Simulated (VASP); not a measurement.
# SnTe (F-43m) in VASP: notebook

The runs below take SnTe through single point, with PBEsol, BLYP.

All numbers are computed with VASP 6.6.1; they aren't measurements. Logs are shortened: lines on timing, memory, paths and dates and some standing lists are left out, and cuts for length are marked.

### 1 The cell of the first run

The structure is cubic, space group F-43m (No. 216). The conventional cell has a = 7.222 Å, b = 7.222 Å, c = 7.222 Å, α = 90.00°, β = 90.00°, γ = 90.00°. Sn (site symmetry -43m) has 4 Te at 3.13 Å within 4.1 Å. Within 4.1 Å of Te (site symmetry -43m) lie 4 Sn at 3.13 Å.

### 2 Single point, PBEsol

Input file INCAR:

```
SYSTEM = SnTe
PREC     = Accurate       ! precision mode
ENCUT    = 500            ! plane-wave cutoff, eV
EDIFF    = 1E-6           ! SCF threshold, eV
ISMEAR   = 0              ! smearing method
SIGMA    = 0.01           ! smearing width, eV
LREAL    = .False.        ! projectors in reciprocal space
LASPH    = .True.         ! aspherical terms in the spheres
NELM     = 120            ! most SCF steps
ALGO     = Normal         ! electronic algorithm
ISIF     = 2              ! what is computed and relaxed
LWAVE    = .False.        ! write WAVECAR
LCHARG   = .True.         ! write CHGCAR
GGA      = PS             ! functional
LELF     = .True.         ! ELF
LVHAR    = .True.       
NBANDS   = 17             ! bands
GGA_COMPAT= .False.
```

Input file KPOINTS:

```
Automatic mesh
0
Gamma
  3 3 3
  0 0 0
```

Input file POSCAR:

```
SnTe
1.0
    0.0000000000      3.6111500000      3.6111500000
    3.6111500000      0.0000000000      3.6111500000
    3.6111500000      3.6111500000      0.0000000000
Sn Te
1 1
Direct
    0.0000000000      0.0000000000      0.0000000000
    0.7500000000      0.7500000000      0.7500000000
```

Potentials or basis: VASP PAW PBE potentials, release 64 (Sn_d, Te).

Run with:

```console
$ cat potpaw_PBE.64/Sn_d/POTCAR potpaw_PBE.64/Te/POTCAR > POTCAR
$ mpirun -np 1 vasp_std > vasp.out
```

OUTCAR:

```text
SYSTEM = SnTe
   PREC = Accurate
   ENCUT = 500
   EDIFF = 1E-6
   ISMEAR = 0
   LREAL = .False.
   LASPH = .True.
   NELM = 120
   ISIF = 2
   GGA = PS

 ion  position               nearest neighbor table
   1  0.000  0.000  0.000-   2 3.13   2 3.13   2 3.13   2 3.13
   2  0.750  0.750  0.750-   1 3.13   1 3.13   1 3.13   1 3.13

  LATTYP: Found a face centered cubic cell.
 ALAT       =     7.2223000000

  Lattice vectors:

 A1 = (   0.0000000000,   3.6111500000,   3.6111500000)
 A2 = (   3.6111500000,   0.0000000000,   3.6111500000)
 A3 = (   3.6111500000,   3.6111500000,   0.0000000000)

Analysis of symmetry for initial positions (statically):
=====================================================================
 Subroutine PRICEL returns:
 Original cell was already a primitive cell.

 Routine SETGRP: Setting up the symmetry group for a
 face centered cubic supercell.

 Subroutine GETGRP returns: Found 24 space group operations
 (whereof 24 operations were pure point group operations)
 out of a pool of 48 trial point group operations.

The static configuration has the point symmetry T_d .

Analysis of symmetry for dynamics (positions and initial velocities):
=====================================================================
 Subroutine PRICEL returns:
 Original cell was already a primitive cell.

 Routine SETGRP: Setting up the symmetry group for a
 face centered cubic supercell.

 Subroutine GETGRP returns: Found 24 space group operations
 (whereof 24 operations were pure point group operations)
 out of a pool of 48 trial point group operations.

The dynamic configuration has the point symmetry T_d .

 Subroutine INISYM returns: Found 24 space group operations
 (whereof 24 operations are pure point group operations),
 and found     1 'primitive' translations

----------------------------------------------------------------------------------------

                                     Primitive cell

  volume of cell :      94.1817

  direct lattice vectors                    reciprocal lattice vectors
     0.000000000  3.611150000  3.611150000    -0.138460047  0.138460047  0.138460047
     3.611150000  0.000000000  3.611150000     0.138460047 -0.138460047  0.138460047
     3.611150000  3.611150000  0.000000000     0.138460047  0.138460047 -0.138460047

  length of vectors
     5.106937306  5.106937306  5.106937306     0.239819837  0.239819837  0.239819837

[... 58 lines left out ...]
   NELM   =    120;   NELMIN=  2; NELMDL= -5     # of ELM steps
   EDIFF  = 0.1E-05   stopping-criterion for ELM
   LREAL  =      F    real-space projection
   EDIFFG = 0.1E-04   stopping-criterion for IOM
   NSW    =      0    number of steps for IOM
   IBRION =     -1    ionic relax: 0-MD 1-quasi-New 2-CG
   NFREE  =      0    steps in history (QN), initial steepest desc. (CG)
   ISIF   =      2    stress and relaxation
   ISYM   =      2    0-nonsym 1-usesym 2-fastsym
   POTIM  = 0.5000    time-step for ionic-motion
   TEBEG  =    0.0;   TEEND  =   0.0 temperature during run
   PSTRESS=    0.0 pullay stress
   NELECT =      20.0000    total number of electrons
   NUPDOWN=      -1.0000    fix difference up-down
   EMIN   =  10.00;   EMAX   =-10.00  energy-range for DOS
   EFERMI =   0.00;   METHOD = LEGACY
   ISMEAR =     0;   SIGMA  =   0.01  broadening in eV -4-tet -1-fermi 0-gaus
   EFERMI_NEDOS =   21; number of points for ismear=-14 and -15
   IALGO  =     38    algorithm
   IMIX   =      4    mixing-type and parameters
     AMIX     =   0.40;   BMIX     =  1.00
     AMIX_MAG =   1.60;   BMIX_MAG =  1.00
  volume/ion in A,a.u.               =      47.09       317.78
  Fermi-wavevector in a.u.,A,eV,Ry     =   0.976703  1.845702 12.979268  0.953949
  Thomas-Fermi vector in A             =   2.107343
   LORBIT       =      0    0 simple, 1 ext, 2 COOP (PROOUT), +10 PAW based schemes
   GGA     = PS    functional components
   LHFCALC =     F    Hartree Fock is set to
   AEXX    =    0.0000 exact exchange contribution
   IVDW    =     0    specifies the selected vdW correction
   LEPSILON=     F    determine dielectric tensor
   LRPA    =     F    only Hartree local field effects (RPA)
 non-spin polarized calculation
 Gauss-broadening in eV      SIGMA  =   0.01
  energy-cutoff  :      500.00
  volume of cell :       94.18
 maximum number of plane-waves:      2421
 NGX is ok and might be reduce to    40
   NGX = 19   NGY = 19   NGZ = 19

 number of electron      19.9999999 magnetization

 Free energy of the ion-electron system (eV)
  ---------------------------------------------------
  ext. energy  EPLUGINS =         0.00000000
  ---------------------------------------------------
  free energy    TOTEN  =        -7.72101289 eV

  energy without entropy =       -7.72101289  energy(sigma->0) =       -7.72101289

 E-fermi :   2.4762     XC(G=0):  -7.6590

 val. band max:        2.4109898773   @ k =  -0.3333   0.3333   0.0000
 cond. band min:       3.1949369831   @ k =   0.3333   0.3333   0.0000
 fundamental gap:      0.7839471059
 Fermi energy:         2.4761975708

 k-point     1 :       0.0000    0.0000    0.0000
  band No.  band energies     occupation
      1     -18.6940      2.00000
      2     -18.6940      2.00000
      3     -18.6940      2.00000
      4     -18.6843      2.00000
      5     -18.6843      2.00000
      6      -8.5705      2.00000
[... 57 lines left out ...]
      4     -18.6844      2.00000
      5     -18.6839      2.00000
      6      -7.8780      2.00000
[... 9 lines left out ...]
     16      10.2143      0.00000
     17      11.8773      0.00000

------------------------ aborting loop because EDIFF is reached ----------------------------------------

  FORCE on cell =-STRESS in cart. coord.  units (eV):
  Direction    XX          YY          ZZ          XY          YZ          ZX
  --------------------------------------------------------------------------------------
  -------------------------------------------------------------------------------------
  Total       -1.3100123     -1.3100123     -1.3100123      0.0000000      0.0000000      0.0000000
  in kB      -22.2853450    -22.2853450    -22.2853450      0.0000000      0.0000000      0.0000000
  external PRESSURE =     -22.2853450 kB  Pullay stress =       0.0000000 kB

 VOLUME and BASIS-vectors are now :
 -----------------------------------------------------------------------------
  energy-cutoff  :      500.00
  volume of cell :       94.18
      direct lattice vectors                 reciprocal lattice vectors
     0.000000000  3.611150000  3.611150000    -0.138460047  0.138460047  0.138460047
     3.611150000  0.000000000  3.611150000     0.138460047 -0.138460047  0.138460047
     3.611150000  3.611150000  0.000000000     0.138460047  0.138460047 -0.138460047

 POSITION                                       TOTAL-FORCE (eV/Angst)
 -----------------------------------------------------------------------------------
      0.00000      0.00000      0.00000        -0.000000     -0.000000     -0.000000
      5.41672      5.41672      5.41672         0.000000      0.000000      0.000000
 -----------------------------------------------------------------------------------
    total drift:                                0.000000      0.000000      0.000000

  FREE ENERGIE OF THE ION-ELECTRON SYSTEM (eV)
  ---------------------------------------------------
  free  energy   TOTEN  =        -7.7210128886 eV

  energy  without entropy=       -7.7210128886  energy(sigma->0) =       -7.72101289
```

OSZICAR:

```text
N       E                     dE             d eps       ncg     rms          rms(c)
DAV:   1     0.112965564089E+03    0.11297E+03   -0.89831E+03   136   0.111E+03
DAV:   2     0.324991057765E+01   -0.10972E+03   -0.10804E+03   144   0.267E+02
DAV:   3    -0.750853974457E+01   -0.10758E+02   -0.10719E+02   156   0.851E+01
DAV:   4    -0.783219104329E+01   -0.32365E+00   -0.32353E+00   174   0.160E+01
DAV:   5    -0.784886876008E+01   -0.16678E-01   -0.16677E-01   189   0.325E+00    0.435E+00
DAV:   6    -0.772468456981E+01    0.12418E+00   -0.31830E-01   172   0.306E+00    0.277E+00
DAV:   7    -0.772040683836E+01    0.42777E-02   -0.67212E-02   141   0.102E+00    0.101E+00
DAV:   8    -0.772049683719E+01   -0.89999E-04   -0.77820E-03   149   0.616E-01    0.185E-01
DAV:   9    -0.772080360489E+01   -0.30677E-03   -0.15373E-03   162   0.250E-01    0.464E-02
DAV:  10    -0.772091206440E+01   -0.10846E-03   -0.23830E-04   156   0.901E-02    0.306E-02
DAV:  11    -0.772101233277E+01   -0.10027E-03   -0.18318E-04   146   0.634E-02    0.321E-02
DAV:  12    -0.772101288864E+01   -0.55587E-06   -0.56728E-06   148   0.135E-02
   1 F= -.77210129E+01 E0= -.77210129E+01  d E =-.856748E-21
```

stdout:

```text
POSCAR found type information on POSCAR SnTe
 POSCAR found :  2 types and       2 ions
 scaLAPACK will be used
 -----------------------------------------------------------------------------
|                                                                             |
|                                                                             |
|     You enforced a specific xc type in the INCAR file but a different       |
|     I HOPE YOU KNOW WHAT YOU ARE DOING!                                     |
|                                                                             |
 -----------------------------------------------------------------------------

 LDA part: xc-table for (Slater+PW92), standard interpolation
 POSCAR, INCAR and KPOINTS ok, starting setup
 FFT: planning ... GRIDC
 FFT: planning ... GRID_SOFT
 FFT: planning ... GRID
 WAVECAR not read
 entering main loop
```

It took 13 s on 1 thread of Intel Xeon 6975P-C (Granite Rapids), shared host; peak memory 0.23 GiB.

What came out:

| Item | Value |
| --- | --- |
| Free energy | -7.7210 eV |
| Pressure | -2.2 GPa |
| Band gap on the k mesh | 0.78 eV, indirect (least direct gap 0.94 eV) |

Caveat: the k points lie up to 0.50 Å⁻¹ apart; the PAW data sets were made with another functional, which shifts forces and pressure a little; spin-orbit coupling is left out, which moves the levels of the heavy elements.

### 3 Single point, BLYP

Input file INCAR:

```
PREC = Accurate ; ENCUT = 500
EDIFF = 1E-6 ; ISMEAR = 0
SIGMA = 0.01 ; LREAL = F
LASPH = T ; NELM = 120
ALGO = Normal ; ISIF = 2
LWAVE = F ; LCHARG = T
GGA = B5 ; ALDAX = 1.0
AGGAX = 1.0 ; AGGAC = 1.0
ALDAC = 0.0 ; LELF = T
LVHAR = T ; NBANDS = 17
GGA_COMPAT = F
```

Input file KPOINTS:

```
regular mesh
0
Gamma
  3 3 3
```

POSCAR is that of step 2.

Potentials or basis: VASP PAW PBE potentials, release 64 (Sn_d, Te).

Run with:

```console
$ cat potpaw_PBE.64/Sn_d/POTCAR potpaw_PBE.64/Te/POTCAR > POTCAR
$ mpirun -np 1 vasp_std > vasp.out
```

OUTCAR:

```text
PREC = Accurate
   ENCUT = 500
   EDIFF = 1E-6
   ISMEAR = 0
   LREAL = F
   LASPH = T
   NELM = 120
   ISIF = 2
   GGA = B5

 ion  position               nearest neighbor table
   1  0.000  0.000  0.000-   2 3.13   2 3.13   2 3.13   2 3.13
   2  0.750  0.750  0.750-   1 3.13   1 3.13   1 3.13   1 3.13

  LATTYP: Found a face centered cubic cell.
 ALAT       =     7.2223000000

  Lattice vectors:

 A1 = (   0.0000000000,   3.6111500000,   3.6111500000)
 A2 = (   3.6111500000,   0.0000000000,   3.6111500000)
 A3 = (   3.6111500000,   3.6111500000,   0.0000000000)

Analysis of symmetry for initial positions (statically):
=====================================================================
 Subroutine PRICEL returns:
 Original cell was already a primitive cell.

 Routine SETGRP: Setting up the symmetry group for a
 face centered cubic supercell.

 Subroutine GETGRP returns: Found 24 space group operations
 (whereof 24 operations were pure point group operations)
 out of a pool of 48 trial point group operations.

The static configuration has the point symmetry T_d .

Analysis of symmetry for dynamics (positions and initial velocities):
[... 140 lines left out ...]

 val. band max:        2.9338615976   @ k =  -0.3333   0.3333   0.0000
 cond. band min:       3.7861492151   @ k =   0.3333   0.3333   0.0000
 fundamental gap:      0.8522876175
 Fermi energy:         3.0096592156

 k-point     1 :       0.0000    0.0000    0.0000
  band No.  band energies     occupation
      1     -18.2350      2.00000
      2     -18.2350      2.00000
      3     -18.2350      2.00000
      4     -18.2234      2.00000
      5     -18.2234      2.00000
      6      -8.0315      2.00000
[... 57 lines left out ...]
      4     -18.2236      2.00000
      5     -18.2230      2.00000
      6      -7.3406      2.00000
[... 9 lines left out ...]
     16      10.8759      0.00000
     17      12.5968      0.00000

------------------------ aborting loop because EDIFF is reached ----------------------------------------

  FORCE on cell =-STRESS in cart. coord.  units (eV):
  Direction    XX          YY          ZZ          XY          YZ          ZX
  --------------------------------------------------------------------------------------
  -------------------------------------------------------------------------------------
  Total        0.5174067      0.5174067      0.5174067      0.0000000     -0.0000000      0.0000000
  in kB        8.8018923      8.8018923      8.8018923      0.0000000     -0.0000000      0.0000000
  external PRESSURE =       8.8018923 kB  Pullay stress =       0.0000000 kB

 VOLUME and BASIS-vectors are now :
 -----------------------------------------------------------------------------
  energy-cutoff  :      500.00
  volume of cell :       94.18
      direct lattice vectors                 reciprocal lattice vectors
     0.000000000  3.611150000  3.611150000    -0.138460047  0.138460047  0.138460047
     3.611150000  0.000000000  3.611150000     0.138460047 -0.138460047  0.138460047
     3.611150000  3.611150000  0.000000000     0.138460047  0.138460047 -0.138460047

 POSITION                                       TOTAL-FORCE (eV/Angst)
 -----------------------------------------------------------------------------------
      0.00000      0.00000      0.00000        -0.000000     -0.000000      0.000000
      5.41672      5.41672      5.41672         0.000000      0.000000     -0.000000
 -----------------------------------------------------------------------------------
    total drift:                                0.000000      0.000000      0.000000

  FREE ENERGIE OF THE ION-ELECTRON SYSTEM (eV)
  ---------------------------------------------------
  free  energy   TOTEN  =        -6.2117126299 eV

  energy  without entropy=       -6.2117126299  energy(sigma->0) =       -6.21171263
```

stdout:

```text
POSCAR found type information on POSCAR SnTe
 POSCAR found :  2 types and       2 ions
 scaLAPACK will be used
 -----------------------------------------------------------------------------
|                                                                             |
|                                                                             |
|     You enforced a specific xc type in the INCAR file but a different       |
|     I HOPE YOU KNOW WHAT YOU ARE DOING!                                     |
|                                                                             |
 -----------------------------------------------------------------------------

 LDA part: xc-table for (Slater(with rela. corr.)+VWN5), standard interpolation
 POSCAR, INCAR and KPOINTS ok, starting setup
 FFT: planning ... GRIDC
 FFT: planning ... GRID_SOFT
 FFT: planning ... GRID
 WAVECAR not read
 entering main loop
```

Run time: 24 s. Hardware: 1 thread of Intel Xeon 6975P-C (Granite Rapids), shared host; peak memory 0.23 GiB.

What came out:

* Free energy: -6.2117 eV
* Pressure: 0.9 GPa
* Band gap on the k mesh: 0.85 eV, indirect (least direct gap 1.01 eV)

Caveat: the k points lie up to 0.50 Å⁻¹ apart; the PAW data sets were made with another functional, which shifts forces and pressure a little; spin-orbit coupling is left out, which moves the levels of the heavy elements.
